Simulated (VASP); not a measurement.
# Sr in VASP: a series of runs

The runs below take Sr through relaxation of cell and atoms, single point, with PBEsol.

Everything below comes from runs of VASP 6.6.1. Logs are shortened: lines on timing, memory, paths and dates and some standing lists are left out, and cuts for length are marked.

### 1 The cell of the first run

The structure is tetragonal, space group I4/mmm (No. 139). The conventional cell has a = 4.152 Å, b = 4.152 Å, c = 6.059 Å, α = 90.00°, β = 90.00°, γ = 90.00°. Within 5.4 Å of Sr (site symmetry 4/mmm) lie 12 Sr at 4.15 to 4.22 Å.

### 2 Relaxation of cell and atoms, PBEsol

Input file INCAR:

```
SYSTEM = Sr
PREC     = Accurate       ! precision mode
ENCUT    = 600            ! plane-wave cutoff, eV
EDIFF    = 1E-6           ! SCF threshold, eV
ISMEAR   = 0              ! smearing method
SIGMA    = 0.1            ! smearing width, eV
LREAL    = .FALSE.        ! projectors in reciprocal space
LASPH    = .TRUE.         ! aspherical terms in the spheres
NELM     = 100            ! most SCF steps
ALGO     = Normal         ! electronic algorithm
ISIF     = 3              ! what is computed and relaxed
LWAVE    = .FALSE.        ! write WAVECAR
LCHARG   = .FALSE.        ! write CHGCAR
GGA      = PS             ! functional
IBRION   = 2              ! ionic algorithm
NSW      = 100            ! ionic steps
EDIFFG   = -0.01          ! ionic threshold
```

Input file KPOINTS:

```
Automatic mesh
0
G
  18 18 18
  0 0 0
```

Input file POSCAR:

```
Sr
1.0
   -2.0760905755      2.0760905755      3.0294938632
    2.0760905755     -2.0760905755      3.0294938632
    2.0760905755      2.0760905755     -3.0294938632
Sr
1
Direct
    0.0000000000      0.0000000000      0.0000000000
```

Potentials or basis: VASP PAW PBE potentials, release 64 (Sr_sv).

Run with:

```console
cat potpaw_PBE.64/Sr_sv/POTCAR > POTCAR
mpirun -np 1 vasp_std > vasp.out
```

OUTCAR:

```text
SYSTEM = Sr
   PREC = Accurate
   ENCUT = 600
   EDIFF = 1E-6
   ISMEAR = 0
   LREAL = .FALSE.
   LASPH = .TRUE.
   NELM = 100
   ISIF = 3
   GGA = PS
   IBRION = 2
   NSW = 100
   EDIFFG = -0.01

 ion  position               nearest neighbor table
   1  0.000  0.000  0.000-

  LATTYP: Found a body centered tetragonal cell.
 ALAT       =     4.1521811510
 C/A-ratio  =     1.4592301025

  Lattice vectors:

 A1 = (  -2.0760905755,   2.0760905755,   3.0294938632)
 A2 = (   2.0760905755,  -2.0760905755,   3.0294938632)
 A3 = (   2.0760905755,   2.0760905755,  -3.0294938632)

Analysis of symmetry for initial positions (statically):
=====================================================================
 Subroutine PRICEL returns:
 Original cell was already a primitive cell.

 Routine SETGRP: Setting up the symmetry group for a
 body centered tetragonal supercell.

 Subroutine GETGRP returns: Found 16 space group operations
 (whereof 16 operations were pure point group operations)
 out of a pool of 16 trial point group operations.

The static configuration has the point symmetry D_4h.

Analysis of symmetry for dynamics (positions and initial velocities):
=====================================================================
 Subroutine PRICEL returns:
 Original cell was already a primitive cell.

 Routine SETGRP: Setting up the symmetry group for a
 body centered tetragonal supercell.

 Subroutine GETGRP returns: Found 16 space group operations
 (whereof 16 operations were pure point group operations)
 out of a pool of 16 trial point group operations.

The dynamic configuration has the point symmetry D_4h.

 Subroutine INISYM returns: Found 16 space group operations
 (whereof 16 operations are pure point group operations),
 and found     1 'primitive' translations

----------------------------------------------------------------------------------------

                                     Primitive cell

  volume of cell :      52.2303

  direct lattice vectors                    reciprocal lattice vectors
    -2.076090575  2.076090575  3.029493863     0.000000000  0.240837277  0.165044071
     2.076090575 -2.076090575  3.029493863     0.240837277  0.000000000  0.165044071
     2.076090575  2.076090575 -3.029493863     0.240837277  0.240837277  0.000000000

  length of vectors
     4.218783856  4.218783856  4.218783856     0.291962565  0.291962565  0.340595343
[... 89 lines left out ...]
   PSTRESS=    0.0 pullay stress
   NELECT =      10.0000    total number of electrons
   NUPDOWN=      -1.0000    fix difference up-down
   EMIN   =  10.00;   EMAX   =-10.00  energy-range for DOS
   EFERMI =   0.00;   METHOD = LEGACY
   ISMEAR =     0;   SIGMA  =   0.10  broadening in eV -4-tet -1-fermi 0-gaus
   EFERMI_NEDOS =   21; number of points for ismear=-14 and -15
   IALGO  =     38    algorithm
   IMIX   =      4    mixing-type and parameters
     AMIX     =   0.40;   BMIX     =  1.00
     AMIX_MAG =   1.60;   BMIX_MAG =  1.00
  volume/ion in A,a.u.               =      52.23       352.47
  Fermi-wavevector in a.u.,A,eV,Ry     =   0.943555  1.783061 12.113216  0.890296
  Thomas-Fermi vector in A             =   2.071274
   LORBIT       =      0    0 simple, 1 ext, 2 COOP (PROOUT), +10 PAW based schemes
   GGA     = PS    functional components
   LHFCALC =     F    Hartree Fock is set to
   AEXX    =    0.0000 exact exchange contribution
   IVDW    =     0    specifies the selected vdW correction
   LEPSILON=     F    determine dielectric tensor
   LRPA    =     F    only Hartree local field effects (RPA)
 conjugate gradient relaxation of ions
 non-spin polarized calculation
 Gauss-broadening in eV      SIGMA  =   0.10
  energy-cutoff  :      600.00
  volume of cell :       52.23
 maximum number of plane-waves:      1775
 NGX is ok and might be reduce to    36

--------------------------------------- Ionic step        1  -------------------------------------------

 number of electron      10.0000000 magnetization

 Free energy of the ion-electron system (eV)
  ---------------------------------------------------
  ext. energy  EPLUGINS =         0.00000000
  ---------------------------------------------------
  free energy    TOTEN  =        -1.84236276 eV

  energy without entropy =       -1.83643512  energy(sigma->0) =       -1.83939894

------------------------ aborting loop because EDIFF is reached ----------------------------------------

  FORCE on cell =-STRESS in cart. coord.  units (eV):
  Direction    XX          YY          ZZ          XY          YZ          ZX
  --------------------------------------------------------------------------------------
  -------------------------------------------------------------------------------------
  Total       -0.0054473     -0.0054473     -0.0639287      0.0000000      0.0000000      0.0000000
  in kB       -0.1670983     -0.1670983     -1.9610280      0.0000000      0.0000000      0.0000000
  external PRESSURE =      -0.7650749 kB  Pullay stress =       0.0000000 kB
[... 162 lines left out ...]
--------------------------------------- Ionic step        6  -------------------------------------------

 number of electron      10.0000000 magnetization

 Free energy of the ion-electron system (eV)
  ---------------------------------------------------
  ext. energy  EPLUGINS =         0.00000000
  ---------------------------------------------------
  free energy    TOTEN  =        -1.84298573 eV

  energy without entropy =       -1.83718949  energy(sigma->0) =       -1.84008761

 E-fermi :   1.7097     XC(G=0):  -7.6083

 val. band max:        1.7069273962   @ k =   0.2778   0.2778   0.1667
 cond. band min:       1.7115060325   @ k =  -0.4444  -0.4444   0.1667
 fundamental gap:      0.0045786363
 Fermi energy:         1.7097285136

 k-point     1 :       0.0000    0.0000    0.0000
  band No.  band energies     occupation
      1     -34.7390      2.00000
      2     -16.6297      2.00000
      3     -16.6290      2.00000
      4     -16.6290      2.00000
      5      -2.0560      2.00000
      6       4.0638      0.00000
      7       4.0891      0.00000
      8       4.0891      0.00000
      9       5.6271      0.00000
[... 265 lines left out ...]
 k-point    24 :      -0.2222    0.0556    0.0000
  band No.  band energies     occupation
      1     -34.7320      2.00000
      2     -16.7194      2.00000
      3     -16.6464      2.00000
      4     -16.6412      2.00000
      5      -1.3341      2.00000
      6       3.2177      0.00000
      7       4.2614      0.00000
      8       4.2828      0.00000
      9       5.2284      0.00000

 [... further k-points ...]
[... 5 lines left out ...]
  --------------------------------------------------------------------------------------
  -------------------------------------------------------------------------------------
  Total       -0.0011655     -0.0011655     -0.0092539      0.0000000      0.0000000      0.0000000
  in kB       -0.0359258     -0.0359258     -0.2852451      0.0000000      0.0000000      0.0000000
  external PRESSURE =      -0.1190322 kB  Pullay stress =       0.0000000 kB
[... 16 lines left out ...]
  FREE ENERGIE OF THE ION-ELECTRON SYSTEM (eV)
  ---------------------------------------------------
  free  energy   TOTEN  =        -1.8429857271 eV

  energy  without entropy=       -1.8371894910  energy(sigma->0) =       -1.84008761

 reached required accuracy - stopping structural energy minimisation
```

CONTCAR:

```text
Sr
   1.00000000000000
    -2.0912988593003945    2.0912988593003945    2.9711667540900688
     2.0912988593003945   -2.0912988593003945    2.9711667540900688
     2.0912988593003945    2.0912988593003945   -2.9711667540900688
  Sr
     1
Direct
     0.0000000000000000    0.0000000000000000    0.0000000000000000

  0.00000000E+00  0.00000000E+00  0.00000000E+00
```

Run time: 5 min. Hardware: 1 thread of Intel Xeon 6975P-C (Granite Rapids), shared host; peak memory 0.44 GiB.

Results:

```
Free energy                            : -1.8430 eV
Relaxed volume                         : 51.98 Å³/atom
Relaxed cell                           : a = 4.192 Å, b = 4.192 Å, c = 4.192 Å, α = 120.15°, β = 120.15°, γ = 89.74°
Space group after relaxing (to 0.05 Å) : Fm-3m (No. 225)
Energy gained by relaxing              : 0.6 meV/atom
Ionic steps                            : 6
Pressure after relaxing                : 0.0 GPa
Band gap on the k mesh                 : zero (filled and empty bands overlap)
```

Step by step:
```csv
step,energy change (eV),largest force (eV/Å),pressure (GPa),volume (Å³)
1,0.0000,0.0000,-0.08,52.23
2,-0.0002,0.0000,-0.03,52.04
3,-0.0003,0.0000,0.06,51.71
4,-0.0004,0.0000,0.02,51.77
5,-0.0005,0.0000,0.00,51.84
6,-0.0006,0.0000,-0.01,51.98
```

Final structure:
```
Sr
1.0
    -2.09130    2.09130    2.97117
     2.09130   -2.09130    2.97117
     2.09130    2.09130   -2.97117
Sr
1
Cartesian
  0.0000 0.0000 0.0000
```

Levels at points of the mesh, in eV from the Fermi level:
```csv
k point,band 3,band 4,band 5,band 6,band 7,band 8
"(0.00, 0.00, 0.00)",-18.34,-18.34,-3.77,2.35,2.38,2.38
"(0.50, 0.00, 0.00)",-18.37,-18.37,-1.19,0.13,2.19,2.22
"(0.50, 0.50, 0.00)",-18.43,-18.43,-0.72,0.26,1.18,5.07
"(0.50, 0.50, 0.50)",-18.43,-18.43,-0.74,0.27,1.14,5.07
```

Caveat: the PAW data sets were made with another functional, which shifts forces and pressure a little.

### 3 Single point, PBEsol

This run uses another cell than the first one: it holds 4 atoms, not 1.

Input file INCAR:

```
PREC = Accurate ; ENCUT = 520
EDIFF = 1E-6 ; ISMEAR = 0
SIGMA = 0.1 ; LREAL = F
LASPH = T ; NELM = 100
ALGO = Normal ; ISIF = 2
LWAVE = F ; LCHARG = F
GGA = PS ; NBANDS = 28
```

Input file KPOINTS:

```
Automatic mesh
0
Gamma
  4 4 2
```

Input file POSCAR:

```
Sr
1.0
    2.9358751625     -2.9361957260      0.0000000000
    2.9358751625      2.9361957260      0.0000000000
    0.0000000000      0.0000000000     12.1179754528
Sr
4
Direct
    0.7499819463      0.2500180537      0.1250265431
    0.7500180537      0.2499819463      0.6250265431
    0.2500180537      0.7499819463      0.8749734569
    0.2499819463      0.7500180537      0.3749734569
```

Potentials or basis: VASP PAW PBE potentials, release 64 (Sr_sv).

Run with:

```console
cat potpaw_PBE.64/Sr_sv/POTCAR > POTCAR
mpirun -np 1 vasp_std > vasp.out
```

Run time: 26 s. Hardware: 1 thread of Intel Xeon 6975P-C (Granite Rapids), shared host; peak memory 0.3 GiB.

The run converged. Its results:

| Item | Value |
| --- | --- |
| Free energy | -7.4523 eV |
| Pressure | 0.0 GPa |
| Band gap on the k mesh | zero (band 20 reaches 1.72 eV, above the bottom of band 21 at 1.71 eV) |

Levels at points of the mesh, in eV from the Fermi level:
```tsv
k point	band 18	band 19	band 20	band 21	band 22	band 23
(0.00, 0.00, 0.00)	-2.51	-2.51	-0.78	0.31	0.97	1.07
(0.50, 0.00, 0.00)	-1.34	-1.19	-1.19	0.12	0.12	0.74
(0.50, 0.50, 0.00)	-0.70	-0.01	-0.01	0.24	0.24	0.67
(0.00, 0.00, 0.50)	-3.43	-1.36	-1.36	0.51	0.51	1.16
(0.50, 0.00, 0.50)	-1.27	-1.27	-1.27	0.32	0.32	0.33
(0.50, 0.50, 0.50)	-0.42	-0.42	-0.42	0.36	0.36	0.36
```

Caveat: the k points lie up to 0.38 Å⁻¹ apart; the PAW data sets were made with another functional, which shifts forces and pressure a little.
